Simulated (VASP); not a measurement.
# BW3 (Pm-3n) in VASP: single point with PBE

Aim: the single point of BW3 with PBE.

Program: VASP 6.6.1. These are calculated values, not measurements. Logs are shortened: lines on timing, memory, paths and dates and some standing lists are left out, and cuts for length are marked.

### 1 The cell of the first run

The structure is cubic, space group Pm-3n (No. 223). The conventional cell has a = 4.809 Å, b = 4.809 Å, c = 4.809 Å, α = 90.00°, β = 90.00°, γ = 90.00°. Within 3.5 Å of B (site symmetry m-3) lie 12 W at 2.69 Å. Within 3.2 Å of W (site symmetry -4m2) lie 10 W at 2.40 to 2.94 Å and 4 B at 2.69 Å.

### 2 Single point, PBE

The input, INCAR:

```
SYSTEM = BW3
PREC     = Accurate       ! precision mode
ENCUT    = 1230           ! plane-wave cutoff, eV
EDIFF    = 1E-6           ! SCF threshold, eV
ISMEAR   = 0              ! smearing method
SIGMA    = 0.1            ! smearing width, eV
LREAL    = .FALSE.        ! projectors in reciprocal space
LASPH    = .TRUE.         ! aspherical terms in the spheres
NELM     = 120            ! most SCF steps
ALGO     = Normal         ! electronic algorithm
ISIF     = 2              ! what is computed and relaxed
LWAVE    = .FALSE.        ! write WAVECAR
LCHARG   = .TRUE.         ! write CHGCAR
GGA      = PE             ! functional
LELF     = .TRUE.         ! ELF
LVHAR    = .TRUE.       
NBANDS   = 55             ! bands
GGA_COMPAT= .FALSE.
```

The input, KPOINTS:

```
Automatic mesh
0
G
  8 8 8
  0 0 0
```

The input, POSCAR:

```
BW3
1.0
    4.8087979862      0.0000000000      0.0000000000
    0.0000000000      4.8087979862      0.0000000000
    0.0000000000      0.0000000000      4.8087979862
B W
2 6
Direct
    0.0000000000      0.0000000000      0.0000000000
    0.5000000000      0.5000000000      0.5000000000
    0.2500000000      0.0000000000      0.5000000000
    0.5000000000      0.7500000000      0.0000000000
    0.7500000000      0.0000000000      0.5000000000
    0.5000000000      0.2500000000      0.0000000000
    0.0000000000      0.5000000000      0.7500000000
    0.0000000000      0.5000000000      0.2500000000
```

Potentials or basis: VASP PAW PBE potentials, release 64 (B_h, W_sv).

The run is started by

```sh
cat potpaw_PBE.64/B_h/POTCAR potpaw_PBE.64/W_sv/POTCAR > POTCAR
mpirun -np 1 vasp_std > vasp.out
```

OUTCAR:

```text
SYSTEM = BW3
   PREC = Accurate
   ENCUT = 1230
   EDIFF = 1E-6
   ISMEAR = 0
   LREAL = .FALSE.
   LASPH = .TRUE.
   NELM = 120
   ISIF = 2
   GGA = PE

 ion  position               nearest neighbor table
   1  0.000  0.000  0.000-
   2  0.500  0.500  0.500-
   3  0.250  0.000  0.500-   5 2.40   5 2.40   6 2.94   7 2.94   8 2.94   4 2.94   6 2.94   7 2.94
                             8 2.94   4 2.94
   4  0.500  0.750  0.000-   6 2.40   6 2.40   3 2.94   7 2.94   8 2.94   3 2.94   5 2.94   5 2.94
                             7 2.94   8 2.94
   5  0.750  0.000  0.500-   3 2.40   3 2.40   6 2.94   7 2.94   8 2.94   4 2.94   6 2.94   7 2.94
                             8 2.94   4 2.94
   6  0.500  0.250  0.000-   4 2.40   4 2.40   5 2.94   7 2.94   8 2.94   3 2.94   5 2.94   3 2.94
                             7 2.94   8 2.94
   7  0.000  0.500  0.750-   8 2.40   8 2.40   5 2.94   6 2.94   3 2.94   4 2.94   3 2.94   5 2.94
                             4 2.94   6 2.94
   8  0.000  0.500  0.250-   7 2.40   7 2.40   5 2.94   6 2.94   3 2.94   4 2.94   3 2.94   5 2.94
                             4 2.94   6 2.94

  LATTYP: Found a simple cubic cell.
 ALAT       =     4.8087979862

  Lattice vectors:

 A1 = (   4.8087979862,   0.0000000000,   0.0000000000)
 A2 = (   0.0000000000,   4.8087979862,   0.0000000000)
 A3 = (   0.0000000000,   0.0000000000,   4.8087979862)

Analysis of symmetry for initial positions (statically):
=====================================================================
 Subroutine PRICEL returns:
 Original cell was already a primitive cell.

 Routine SETGRP: Setting up the symmetry group for a
 simple cubic supercell.

 Subroutine GETGRP returns: Found 48 space group operations
 (whereof 24 operations were pure point group operations)
 out of a pool of 48 trial point group operations.

The static configuration has the point symmetry T_h .
 The point group associated with its full space group is O_h .

Analysis of symmetry for dynamics (positions and initial velocities):
=====================================================================
 Subroutine PRICEL returns:
 Original cell was already a primitive cell.

 Routine SETGRP: Setting up the symmetry group for a
 simple cubic supercell.

 Subroutine GETGRP returns: Found 48 space group operations
 (whereof 24 operations were pure point group operations)
 out of a pool of 48 trial point group operations.

The dynamic configuration has the point symmetry T_h .
 The point group associated with its full space group is O_h .

 Subroutine INISYM returns: Found 48 space group operations
 (whereof 24 operations are pure point group operations),
 and found     1 'primitive' translations

----------------------------------------------------------------------------------------

                                     Primitive cell

  volume of cell :     111.2012

  direct lattice vectors                    reciprocal lattice vectors
     4.808797986  0.000000000  0.000000000     0.207952175  0.000000000  0.000000000
     0.000000000  4.808797986  0.000000000     0.000000000  0.207952175  0.000000000
     0.000000000  0.000000000  4.808797986     0.000000000  0.000000000  0.207952175

  length of vectors
     4.808797986  4.808797986  4.808797986     0.207952175  0.207952175  0.207952175

  position of ions in fractional coordinates (direct lattice)
     0.000000000  0.000000000  0.000000000
     0.500000000  0.500000000  0.500000000
     0.250000000  0.000000000  0.500000000
     0.500000000  0.750000000  0.000000000
     0.750000000  0.000000000  0.500000000
     0.500000000  0.250000000  0.000000000
     0.000000000  0.500000000  0.750000000
     0.000000000  0.500000000  0.250000000

  ion indices of the primitive-cell ions
   primitive index   ion index
                 1           1
                 2           2
                 3           3
                 4           4
                 5           5
                 6           6
                 7           7
                 8           8

----------------------------------------------------------------------------------------

 KPOINTS: Automatic mesh

Automatic generation of k-mesh.
 Grid dimensions read from file:
 generate k-points for:    8    8    8

 Generating k-lattice:

  Cartesian coordinates                     Fractional coordinates (reciprocal lattice)
     0.025994022  0.000000000  0.000000000     0.125000000  0.000000000  0.000000000
     0.000000000  0.025994022  0.000000000     0.000000000  0.125000000  0.000000000
     0.000000000  0.000000000  0.025994022     0.000000000  0.000000000  0.125000000

  Length of vectors
     0.025994022  0.025994022  0.025994022

  Shift w.r.t. Gamma in fractional coordinates (k-lattice)
     0.000000000  0.000000000  0.000000000

 Subroutine IBZKPT returns following result:
 ===========================================

 Found     35 irreducible k-points:

 Following reciprocal coordinates:
            Coordinates               Weight
  0.000000  0.000000  0.000000      1.000000
  0.125000  0.000000  0.000000      6.000000
  0.250000  0.000000  0.000000      6.000000
  0.375000  0.000000  0.000000      6.000000
  0.500000  0.000000  0.000000      3.000000
  0.125000  0.125000  0.000000     12.000000
[... 16 lines left out ...]
  0.375000  0.375000  0.125000     24.000000
  0.500000  0.375000  0.125000     24.000000
 [... further k-points ...]
   k-points           NKPTS =     35   k-points in BZ     NKDIM =     35   number of bands    NBANDS=     55
   number of dos      NEDOS =    301   number of ions     NIONS =      8
   total plane-waves  NPLWV = 175616
   dimension x,y,z NGX =    56 NGY =   56 NGZ =   56
   dimension x,y,z NGXF=   112 NGYF=  112 NGZF=  112
   ions per type =               2   6
   NGX,Y,Z   is equivalent  to a cutoff of  19.36, 19.36, 19.36 a.u.
   NGXF,Y,Z  is equivalent  to a cutoff of  38.72, 38.72, 38.72 a.u.
 SYSTEM =  BW3
   PREC   = accura    normal or accurate (medium, high low for compatibility)
   ISTART =      0    job   : 0-new  1-cont  2-samecut
   ICHARG =      2    charge: 1-file 2-atom 10-const
   ISPIN  =      1    spin polarized calculation?
   LNONCOLLINEAR =      F non collinear calculations
   LSORBIT =      F    spin-orbit coupling
   LASPH  =      T    aspherical Exc in radial PAW
   ENCUT  = 1230.0 eV  90.40 Ry    9.51 a.u.  13.75 13.75 13.75*2*pi/ulx,y,z
   NELM   =    120;   NELMIN=  2; NELMDL= -5     # of ELM steps
   EDIFF  = 0.1E-05   stopping-criterion for ELM
   LREAL  =      F    real-space projection
   EDIFFG = 0.1E-04   stopping-criterion for IOM
   NSW    =      0    number of steps for IOM
   IBRION =     -1    ionic relax: 0-MD 1-quasi-New 2-CG
   NFREE  =      0    steps in history (QN), initial steepest desc. (CG)
   ISIF   =      2    stress and relaxation
   ISYM   =      2    0-nonsym 1-usesym 2-fastsym
   POTIM  = 0.5000    time-step for ionic-motion
   TEBEG  =    0.0;   TEEND  =   0.0 temperature during run
   PSTRESS=    0.0 pullay stress
   NELECT =      90.0000    total number of electrons
   NUPDOWN=      -1.0000    fix difference up-down
   EMIN   =  10.00;   EMAX   =-10.00  energy-range for DOS
   EFERMI =   0.00;   METHOD = LEGACY
   ISMEAR =     0;   SIGMA  =   0.10  broadening in eV -4-tet -1-fermi 0-gaus
   EFERMI_NEDOS =   21; number of points for ismear=-14 and -15
   IALGO  =     38    algorithm
   IMIX   =      4    mixing-type and parameters
     AMIX     =   0.40;   BMIX     =  1.00
     AMIX_MAG =   1.60;   BMIX_MAG =  1.00
  volume/ion in A,a.u.               =      13.90        93.80
  Fermi-wavevector in a.u.,A,eV,Ry     =   1.525641  2.883044 31.668672  2.327582
  Thomas-Fermi vector in A             =   2.633784
   LORBIT       =      0    0 simple, 1 ext, 2 COOP (PROOUT), +10 PAW based schemes
   GGA     = PE    functional components
   LHFCALC =     F    Hartree Fock is set to
   AEXX    =    0.0000 exact exchange contribution
   IVDW    =     0    specifies the selected vdW correction
   LEPSILON=     F    determine dielectric tensor
   LRPA    =     F    only Hartree local field effects (RPA)
 non-spin polarized calculation
 Gauss-broadening in eV      SIGMA  =   0.10
  energy-cutoff  :     1230.00
  volume of cell :      111.20
 maximum number of plane-waves:     11056
 NGX is ok and might be reduce to    56
   NGX = 27   NGY = 27   NGZ = 27

 number of electron      90.0000000 magnetization

 Free energy of the ion-electron system (eV)
  ---------------------------------------------------
  ext. energy  EPLUGINS =         0.00000000
  ---------------------------------------------------
  free energy    TOTEN  =       -87.92527287 eV

  energy without entropy =      -87.90811404  energy(sigma->0) =      -87.91669346

 E-fermi :  10.9335     XC(G=0): -13.3407

 val. band max:       10.9290490997   @ k =   0.5000   0.3750   0.0000
 cond. band min:      10.9499941120   @ k =   0.5000   0.3750   0.1250
 fundamental gap:      0.0209450123
 Fermi energy:        10.9334730785

 k-point     1 :       0.0000    0.0000    0.0000
  band No.  band energies     occupation
      1     -63.2403      2.00000
      2     -63.1698      2.00000
      3     -63.1698      2.00000
      4     -62.9213      2.00000
      5     -62.9213      2.00000
      6     -62.9213      2.00000
[... 47 lines left out ...]
     54      15.0466      0.00000
     55      15.0571      0.00000

 k-point     2 :       0.1250    0.0000    0.0000
  band No.  band energies     occupation
      1     -63.2353      2.00000
      2     -63.1718      2.00000
      3     -63.1628      2.00000
      4     -62.9316      2.00000
      5     -62.9213      2.00000
      6     -62.9213      2.00000
[... 47 lines left out ...]
     54      14.8225      0.00000
     55      14.9169      0.00000

 k-point     3 :       0.2500    0.0000    0.0000
  band No.  band energies     occupation
      1     -63.2235      2.00000
      2     -63.1775      2.00000
      3     -63.1404      2.00000
      4     -62.9610      2.00000
      5     -62.9213      2.00000
      6     -62.9213      2.00000
[... 1152 lines left out ...]
 k-point    23 :       0.3750    0.3750    0.1250
  band No.  band energies     occupation
      1     -63.1851      2.00000
      2     -63.1248      2.00000
      3     -63.0963      2.00000
      4     -63.0118      2.00000
      5     -62.9984      2.00000
      6     -62.9318      2.00000
[... 47 lines left out ...]
     54      14.1049      0.00000
     55      14.3425      0.00000

 k-point    24 :       0.5000    0.3750    0.1250
  band No.  band energies     occupation
      1     -63.1838      2.00000
      2     -63.1163      2.00000
      3     -63.0579      2.00000
      4     -63.0555      2.00000
      5     -63.0034      2.00000
      6     -62.9318      2.00000
[... 47 lines left out ...]
     54      13.9750      0.00000
     55      14.3154      0.00000

 [... further k-points ...]

------------------------ aborting loop because EDIFF is reached ----------------------------------------

  FORCE on cell =-STRESS in cart. coord.  units (eV):
  Direction    XX          YY          ZZ          XY          YZ          ZX
  --------------------------------------------------------------------------------------
  -------------------------------------------------------------------------------------
  Total        0.7621877      0.7621877      0.7621877      0.0000000      0.0000000      0.0000000
  in kB       10.9815322     10.9815322     10.9815322      0.0000000      0.0000000      0.0000000
  external PRESSURE =      10.9815322 kB  Pullay stress =       0.0000000 kB

 VOLUME and BASIS-vectors are now :
 -----------------------------------------------------------------------------
  energy-cutoff  :     1230.00
  volume of cell :      111.20
      direct lattice vectors                 reciprocal lattice vectors
     4.808797986  0.000000000  0.000000000     0.207952175  0.000000000  0.000000000
     0.000000000  4.808797986  0.000000000     0.000000000  0.207952175  0.000000000
     0.000000000  0.000000000  4.808797986     0.000000000  0.000000000  0.207952175

 POSITION                                       TOTAL-FORCE (eV/Angst)
 -----------------------------------------------------------------------------------
      0.00000      0.00000      0.00000         0.000000      0.000000     -0.000000
      2.40440      2.40440      2.40440         0.000000      0.000000     -0.000000
      1.20220      0.00000      2.40440         0.000000      0.000000      0.000000
      2.40440      3.60660      0.00000         0.000000      0.000000      0.000000
      3.60660      0.00000      2.40440        -0.000000     -0.000000     -0.000000
      2.40440      1.20220      0.00000        -0.000000     -0.000000     -0.000000
      0.00000      2.40440      3.60660         0.000000      0.000000      0.000000
      0.00000      2.40440      1.20220        -0.000000      0.000000     -0.000000
 -----------------------------------------------------------------------------------
    total drift:                                0.000000      0.000000      0.000000

  FREE ENERGIE OF THE ION-ELECTRON SYSTEM (eV)
  ---------------------------------------------------
  free  energy   TOTEN  =       -87.9252728668 eV

  energy  without entropy=      -87.9081140443  energy(sigma->0) =      -87.91669346
```

Wall time 17 min (1 thread of Intel Xeon Platinum 8488C (Sapphire Rapids), shared host); peak memory 0.79 GiB.

What came out:

```yaml
Free_energy: -87.9253 eV
Pressure: 1.1 GPa
Band_gap_on_the_k_mesh: zero (bands 45 and 46 overlap by 2.53 eV)
```

Caveat: spin-orbit coupling is left out, which moves the levels of the heavy elements.

The gap in the log of VASP goes by the Fermi energy; the results here count the filled bands.